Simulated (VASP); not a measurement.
# AgCl (I4/mmm) in VASP: further runs

AgCl is run at these levels: PBE; tasks: single point.

Everything below comes from runs of VASP 6.6.1. Logs are shortened: lines on timing, memory, paths and dates and some standing lists are left out, and cuts for length are marked.

### 1 The cell of the first run

It takes space group I4/mmm (No. 139, tetragonal). The conventional cell has a = 3.922 Å, b = 3.922 Å, c = 5.990 Å, α = 90.00°, β = 90.00°, γ = 90.00°. Within 3.7 Å of Ag (site symmetry 4/mmm) lie 6 Cl at 2.77 to 3.00 Å. Within 3.7 Å of Cl (site symmetry 4/mmm) lie 6 Ag at 2.77 to 3.00 Å.

### 2 Single point, PBE (strain +0.000 along x and y, +0.080 along z)

INCAR

```
PREC     = Accurate       # precision mode
ENCUT    = 520            # plane-wave cutoff, eV
EDIFF    = 1E-7           # SCF threshold, eV
ISMEAR   = 0              # smearing method
SIGMA    = 0.05           # smearing width, eV
LREAL    = F              # projectors in reciprocal space
LASPH    = T              # aspherical terms in the spheres
NELM     = 100            # most SCF steps
ALGO     = Normal         # electronic algorithm
ISIF     = 2              # what is computed and relaxed
LWAVE    = F              # write WAVECAR
LCHARG   = T              # write CHGCAR
GGA      = PE             # functional
LELF     = T              # ELF
LVHAR    = T            
NBANDS   = 16             # bands
```

KPOINTS

```
regular mesh
0
Gamma
  8 8 8
```

POSCAR

```
AgCl
1.0
    0.0000000000      2.7731500000      2.9950020000
    2.7731500000      0.0000000000      2.9950020000
    2.7731500000      2.7731500000      0.0000000000
Ag Cl
1 1
Direct
    0.5000000000      0.5000000000      0.5000000000
    0.0000000000      0.0000000000      0.0000000000
```

Potentials or basis: VASP PAW PBE potentials, release 64 (Ag, Cl).

On the command line:

```sh
> cat potpaw_PBE.64/Ag/POTCAR potpaw_PBE.64/Cl/POTCAR > POTCAR
> mpirun -np 1 vasp_std > vasp.out
```

OUTCAR:

```text
PREC = Accurate
   ENCUT = 520
   EDIFF = 1E-7
   ISMEAR = 0
   LREAL = F
   LASPH = T
   NELM = 100
   ISIF = 2
   GGA = PE

 ion  position               nearest neighbor table
   1  0.500  0.500  0.500-   2 2.77   2 2.77   2 2.77   2 2.77   2 3.00   2 3.00
   2  0.000  0.000  0.000-   1 2.77   1 2.77   1 2.77   1 2.77   1 3.00   1 3.00

  LATTYP: Found a body centered tetragonal cell.
 ALAT       =     3.9218263405
 C/A-ratio  =     1.5273506474

  Lattice vectors:

 A1 = (  -2.7731500000,   0.0000000000,   2.9950020000)
 A2 = (   2.7731500000,   0.0000000000,   2.9950020000)
 A3 = (   0.0000000000,   2.7731500000,  -2.9950020000)

Analysis of symmetry for initial positions (statically):
=====================================================================
 Subroutine PRICEL returns:
 Original cell was already a primitive cell.

 Routine SETGRP: Setting up the symmetry group for a
 body centered tetragonal supercell.

 Subroutine GETGRP returns: Found 16 space group operations
 (whereof 16 operations were pure point group operations)
 out of a pool of 16 trial point group operations.

The static configuration has the point symmetry D_4h.

Analysis of symmetry for dynamics (positions and initial velocities):
=====================================================================
 Subroutine PRICEL returns:
 Original cell was already a primitive cell.

 Routine SETGRP: Setting up the symmetry group for a
 body centered tetragonal supercell.

 Subroutine GETGRP returns: Found 16 space group operations
 (whereof 16 operations were pure point group operations)
 out of a pool of 16 trial point group operations.

The dynamic configuration has the point symmetry D_4h.

 Subroutine INISYM returns: Found 16 space group operations
 (whereof 16 operations are pure point group operations),
 and found     1 'primitive' translations

----------------------------------------------------------------------------------------

                                     Primitive cell

  volume of cell :      46.0653

  direct lattice vectors                    reciprocal lattice vectors
     0.000000000  2.773150000  2.995002000    -0.180300380  0.180300380  0.166944797
     2.773150000  0.000000000  2.995002000     0.180300380 -0.180300380  0.166944797
     2.773150000  2.773150000  0.000000000     0.180300380  0.180300380 -0.166944797

  length of vectors
     4.081715069  4.081715069  3.921826340     0.304773719  0.304773719  0.304773719

  position of ions in fractional coordinates (direct lattice)
     0.500000000  0.500000000  0.500000000
     0.000000000  0.000000000  0.000000000

  ion indices of the primitive-cell ions
   primitive index   ion index
                 1           1
                 2           2

----------------------------------------------------------------------------------------

 KPOINTS: regular mesh

Automatic generation of k-mesh.
 Grid dimensions read from file:
 generate k-points for:    8    8    8

 Generating k-lattice:

  Cartesian coordinates                     Fractional coordinates (reciprocal lattice)
    -0.022537548  0.022537548  0.020868100     0.125000000 -0.000000000  0.000000000
     0.022537548 -0.022537548  0.020868100    -0.000000000  0.125000000  0.000000000
     0.022537548  0.022537548 -0.020868100     0.000000000  0.000000000  0.125000000

  Length of vectors
     0.038096715  0.038096715  0.038096715

  Shift w.r.t. Gamma in fractional coordinates (k-lattice)
     0.000000000  0.000000000  0.000000000

 Subroutine IBZKPT returns following result:
 ===========================================

 Found     59 irreducible k-points:

 Following reciprocal coordinates:
            Coordinates               Weight
  0.000000  0.000000  0.000000      1.000000
  0.125000  0.000000  0.000000      8.000000
  0.250000  0.000000  0.000000      8.000000
  0.375000  0.000000  0.000000      8.000000
  0.500000  0.000000  0.000000      4.000000
  0.125000  0.125000  0.000000      2.000000
[... 16 lines left out ...]
  0.250000  0.000000  0.125000     16.000000
  0.375000 -0.000000  0.125000     16.000000
 [... further k-points ...]
   k-points           NKPTS =     59   k-points in BZ     NKDIM =     59   number of bands    NBANDS=     16
   number of dos      NEDOS =    301   number of ions     NIONS =      2
   total plane-waves  NPLWV =  27000
   dimension x,y,z NGX =    30 NGY =   30 NGZ =   30
   dimension x,y,z NGXF=    60 NGYF=   60 NGZF=   60
   ions per type =               1   1
   NGX,Y,Z   is equivalent  to a cutoff of  12.22, 12.22, 12.72 a.u.
   NGXF,Y,Z  is equivalent  to a cutoff of  24.44, 24.44, 25.43 a.u.
 SYSTEM =  unknown system
   PREC   = accura    normal or accurate (medium, high low for compatibility)
   ISTART =      0    job   : 0-new  1-cont  2-samecut
   ICHARG =      2    charge: 1-file 2-atom 10-const
   ISPIN  =      1    spin polarized calculation?
   LNONCOLLINEAR =      F non collinear calculations
   LSORBIT =      F    spin-orbit coupling
   LASPH  =      T    aspherical Exc in radial PAW
   ENCUT  =  520.0 eV  38.22 Ry    6.18 a.u.   7.59  7.59  7.29*2*pi/ulx,y,z
   NELM   =    100;   NELMIN=  2; NELMDL= -5     # of ELM steps
   EDIFF  = 0.1E-06   stopping-criterion for ELM
   LREAL  =      F    real-space projection
   EDIFFG = 0.1E-05   stopping-criterion for IOM
   NSW    =      0    number of steps for IOM
   IBRION =     -1    ionic relax: 0-MD 1-quasi-New 2-CG
   NFREE  =      0    steps in history (QN), initial steepest desc. (CG)
   ISIF   =      2    stress and relaxation
   ISYM   =      2    0-nonsym 1-usesym 2-fastsym
   POTIM  = 0.5000    time-step for ionic-motion
   TEBEG  =    0.0;   TEEND  =   0.0 temperature during run
   PSTRESS=    0.0 pullay stress
   NELECT =      18.0000    total number of electrons
   NUPDOWN=      -1.0000    fix difference up-down
   EMIN   =  10.00;   EMAX   =-10.00  energy-range for DOS
   EFERMI =   0.00;   METHOD = LEGACY
   ISMEAR =     0;   SIGMA  =   0.05  broadening in eV -4-tet -1-fermi 0-gaus
   EFERMI_NEDOS =   21; number of points for ismear=-14 and -15
   IALGO  =     38    algorithm
   IMIX   =      4    mixing-type and parameters
     AMIX     =   0.40;   BMIX     =  1.00
     AMIX_MAG =   1.60;   BMIX_MAG =  1.00
  volume/ion in A,a.u.               =      23.03       155.43
  Fermi-wavevector in a.u.,A,eV,Ry     =   1.196854  2.261725 19.489784  1.432459
  Thomas-Fermi vector in A             =   2.332783
   LORBIT       =      0    0 simple, 1 ext, 2 COOP (PROOUT), +10 PAW based schemes
   GGA     = PE    functional components
   LHFCALC =     F    Hartree Fock is set to
   AEXX    =    0.0000 exact exchange contribution
   IVDW    =     0    specifies the selected vdW correction
   LEPSILON=     F    determine dielectric tensor
   LRPA    =     F    only Hartree local field effects (RPA)
 non-spin polarized calculation
 Gauss-broadening in eV      SIGMA  =   0.05
  energy-cutoff  :      520.00
  volume of cell :       46.07
 maximum number of plane-waves:      1263
   NGX = 15   NGY = 15   NGZ = 15

 number of electron      17.9999998 magnetization

 Free energy of the ion-electron system (eV)
  ---------------------------------------------------
  ext. energy  EPLUGINS =         0.00000000
  ---------------------------------------------------
  free energy    TOTEN  =        -5.38749411 eV

  energy without entropy =       -5.38749411  energy(sigma->0) =       -5.38749411

 E-fermi :   3.3734     XC(G=0):  -9.5572

 val. band max:        3.1143320273   @ k =   0.5000   0.0000   0.0000
 cond. band min:       3.8588525462   @ k =   0.0000   0.0000   0.0000
 fundamental gap:      0.7445205189
 Fermi energy:         3.3734359088

 k-point     1 :       0.0000    0.0000    0.0000
  band No.  band energies     occupation
      1     -11.7997      2.00000
      2       0.6090      2.00000
      3       0.7411      2.00000
      4       0.7468      2.00000
      5       0.7611      2.00000
      6       0.7611      2.00000
[... 8 lines left out ...]
     15      15.4104      0.00000
     16      15.7466      0.00000

 k-point     2 :       0.1250    0.0000    0.0000
  band No.  band energies     occupation
      1     -11.7507      2.00000
      2       0.0278      2.00000
      3       0.0640      2.00000
      4       0.2597      2.00000
      5       0.7219      2.00000
      6       0.7947      2.00000
[... 8 lines left out ...]
     15      15.0605      0.00000
     16      15.6309      0.00000

 k-point     3 :       0.2500    0.0000    0.0000
  band No.  band energies     occupation
      1     -11.6280      2.00000
      2      -0.8747      2.00000
      3      -0.4799      2.00000
      4      -0.2540      2.00000
      5       0.8467      2.00000
      6       0.8791      2.00000
[... 8 lines left out ...]
     15      15.1383      0.00000
     16      15.5687      0.00000

 k-point     4 :       0.3750    0.0000    0.0000
  band No.  band energies     occupation
      1     -11.4990      2.00000
      2      -1.5659      2.00000
      3      -0.8243      2.00000
      4      -0.5783      2.00000
      5       0.9655      2.00000
      6       0.9781      2.00000
[... 8 lines left out ...]
     15      15.8962      0.00000
     16      16.2948      0.00000
[... 324 lines left out ...]
 k-point    22 :       0.1250    0.0000    0.1250
  band No.  band energies     occupation
      1     -11.7294      2.00000
      2      -0.4733      2.00000
      3       0.2567      2.00000
      4       0.4546      2.00000
      5       0.7187      2.00000
      6       0.7727      2.00000
[... 8 lines left out ...]
     15      16.0679      0.00000
     16      16.4426      0.00000

 k-point    23 :       0.2500    0.0000    0.1250
  band No.  band energies     occupation
      1     -11.6318      2.00000
      2      -1.0062      2.00000
      3      -0.2004      2.00000
      4       0.0496      2.00000
      5       0.7543      2.00000
      6       0.8722      2.00000
[... 8 lines left out ...]
     15      15.9792      0.00000
     16      16.8815      0.00000

 k-point    24 :       0.3750   -0.0000    0.1250
  band No.  band energies     occupation
      1     -11.5105      2.00000
      2      -1.4418      2.00000
      3      -0.7019      2.00000
      4      -0.3738      2.00000
      5       0.8599      2.00000
      6       0.9941      2.00000
[... 8 lines left out ...]
     15      16.4901      0.00000
     16      16.9959      0.00000

 [... further k-points ...]
[... 5 lines left out ...]
  --------------------------------------------------------------------------------------
  -------------------------------------------------------------------------------------
  Total       -0.3157920     -0.3157920     -0.4750037      0.0000000     -0.0000000      0.0000000
  in kB      -10.9834266    -10.9834266    -16.5209032      0.0000000     -0.0000000      0.0000000
  external PRESSURE =     -12.8292521 kB  Pullay stress =       0.0000000 kB

 VOLUME and BASIS-vectors are now :
 -----------------------------------------------------------------------------
  energy-cutoff  :      520.00
  volume of cell :       46.07
      direct lattice vectors                 reciprocal lattice vectors
     0.000000000  2.773150000  2.995002000    -0.180300380  0.180300380  0.166944797
     2.773150000  0.000000000  2.995002000     0.180300380 -0.180300380  0.166944797
     2.773150000  2.773150000  0.000000000     0.180300380  0.180300380 -0.166944797

 POSITION                                       TOTAL-FORCE (eV/Angst)
 -----------------------------------------------------------------------------------
      2.77315      2.77315      2.99500        -0.000000     -0.000000     -0.000000
      0.00000      0.00000      0.00000         0.000000      0.000000      0.000000
 -----------------------------------------------------------------------------------
    total drift:                                0.000000      0.000000      0.000000

  FREE ENERGIE OF THE ION-ELECTRON SYSTEM (eV)
  ---------------------------------------------------
  free  energy   TOTEN  =        -5.3874941097 eV

  energy  without entropy=       -5.3874941097  energy(sigma->0) =       -5.38749411
```

It took 61 s on 1 thread of Intel Xeon 8259CL, shared host; peak memory 0.19 GiB.

What came out:

* Free energy: -5.3875 eV
* Pressure: -1.3 GPa
* Band gap on the k mesh: 0.74 eV (least direct gap 2.87 eV)

Stress tensor (GPa, compression positive):
```
-1.10  0.00  0.00
 0.00 -1.10  0.00
 0.00  0.00 -1.65
```

Levels at points of the mesh, in eV from the valence-band top:
| k point | band 7 | band 8 | band 9 | band 10 | band 11 | band 12 |
| --- | --- | --- | --- | --- | --- | --- |
| (0.00, 0.00, 0.00) | -2.33 | -2.33 | -2.13 | 0.74 | 10.52 | 10.77 |
| (0.50, 0.00, 0.00) | -1.80 | -0.45 | 0.00 | 4.20 | 5.97 | 7.27 |
| (0.50, 0.50, 0.00) | -2.01 | -2.01 | -1.97 | 2.32 | 7.66 | 8.21 |
| (0.50, 0.00, 0.50) | -2.04 | -1.97 | -1.93 | 2.28 | 7.79 | 8.42 |

Caveat: the cell differs from its parent crystal (strain +0.000 along x and y, +0.080 along z); semilocal functionals underestimate gaps, and a narrow one can read as zero. A k mesh can miss the band edges.

### 3 Single point, PBE (strain +0.040 along x and y, +0.000 along z)

INCAR

```
ALGO = Normal
EDIFF = 1E-7
ENCUT = 520
GGA = PE
ISIF = 2
ISMEAR = 0
LASPH = T
LCHARG = F
LREAL = F
LWAVE = F
NBANDS = 16
NELM = 60
PREC = Accurate
SIGMA = 0.05
```

KPOINTS

```
k-points
0
Gamma
  8 8 8
```

POSCAR

```
AgCl
1.0
    0.0000000000      2.8840760000      2.7731500000
    2.8840760000      0.0000000000      2.7731500000
    2.8840760000      2.8840760000      0.0000000000
Ag Cl
1 1
Direct
    0.5000000000      0.5000000000      0.5000000000
    0.0000000000      0.0000000000      0.0000000000
```

Potentials or basis: VASP PAW PBE potentials, release 64 (Ag, Cl).

On the command line:

```sh
> cat potpaw_PBE.64/Ag/POTCAR potpaw_PBE.64/Cl/POTCAR > POTCAR
> mpirun -np 1 vasp_std > vasp.out
```

Run time: 66 s. Hardware: 1 thread of Intel Xeon 8259CL, shared host; peak memory 0.19 GiB.

It converged, with:

| Property | Result |
| --- | --- |
| Free energy | -5.3896 eV |
| Pressure | -1.6 GPa |
| Band gap on the k mesh | 0.84 eV (least direct gap 2.92 eV) |

Stress tensor (GPa, compression positive):
```
-1.70  0.00  0.00
 0.00 -1.70  0.00
 0.00  0.00 -1.50
```

Levels at points of the mesh, in eV from the valence-band top:
```tsv
k point	band 5	band 6	band 7	band 8	band 9	band 10	band 11	band 12	band 13	band 14
(0.00, 0.00, 0.00)	-2.22	-2.21	-2.21	-2.07	-2.07	0.84	10.75	10.75	10.87	12.39
(0.50, 0.00, 0.00)	-1.97	-1.95	-1.68	-0.21	0.00	4.34	6.04	7.52	7.89	13.19
(0.50, 0.50, 0.00)	-2.50	-2.04	-1.87	-1.87	-1.81	2.39	7.88	8.55	10.82	10.82
(0.50, 0.00, 0.50)	-2.54	-2.08	-1.87	-1.85	-1.82	2.41	8.12	8.15	10.84	11.40
```

Caveat: the cell differs from its parent crystal (strain +0.040 along x and y, +0.000 along z). A k mesh can miss the band edges.

### 4 Single point, PBE (strain +0.080 along x and y, -0.040 along z)

INCAR

```
SYSTEM = AgCl
PREC     = Accurate       ! precision mode
ENCUT    = 520            ! plane-wave cutoff, eV
EDIFF    = 1E-6           ! SCF threshold, eV
ISMEAR   = 0              ! smearing method
SIGMA    = 0.05           ! smearing width, eV
LREAL    = .False.        ! projectors in reciprocal space
LASPH    = .True.         ! aspherical terms in the spheres
NELM     = 80             ! most SCF steps
ALGO     = Normal         ! electronic algorithm
ISIF     = 2              ! what is computed and relaxed
LWAVE    = .False.        ! write WAVECAR
LCHARG   = .False.        ! write CHGCAR
GGA      = PE             ! functional
NBANDS   = 16             ! bands
```

KPOINTS

```
regular mesh
0
Gamma
  8 8 8
  0 0 0
```

POSCAR

```
AgCl
1.0
    0.0000000000      2.9950020000      2.6622240000
    2.9950020000      0.0000000000      2.6622240000
    2.9950020000      2.9950020000      0.0000000000
Ag Cl
1 1
Direct
    0.5000000000      0.5000000000      0.5000000000
    0.0000000000      0.0000000000      0.0000000000
```

On the command line:

```sh
> cat potpaw_PBE.64/Ag/POTCAR potpaw_PBE.64/Cl/POTCAR > POTCAR
> mpirun -np 1 vasp_std > vasp.out
```

It took 54 s on 1 thread of Intel Xeon 8259CL, shared host; peak memory 0.2 GiB.

It converged, with:

| Property | Result |
| --- | --- |
| Free energy | -5.3681 eV |
| Pressure | -1.9 GPa |
| Band gap on the k mesh | 0.78 eV (least direct gap 2.84 eV) |

Stress tensor (GPa, compression positive):
```
-1.98  0.00  0.00
 0.00 -1.98  0.00
 0.00  0.00 -1.72
```

Levels at points of the mesh, in eV from the valence-band top:
```
           k point  band 7  band 8  band 9  band 10  band 11  band 12
(0.00, 0.00, 0.00)   -2.22   -2.06   -2.06     0.78    10.60    10.60
(0.50, 0.00, 0.00)   -1.74   -0.54    0.00     4.24     5.88     7.07
(0.50, 0.50, 0.00)   -2.01   -2.01   -1.93     2.33     7.51     8.80
(0.50, 0.00, 0.50)   -2.01   -1.98   -1.94     2.34     7.64     8.22
```

Caveat: the cell differs from its parent crystal (strain +0.080 along x and y, -0.040 along z); semilocal functionals underestimate gaps, and a narrow one can read as zero. A k mesh can miss the band edges.

[end of part 1 of 2]
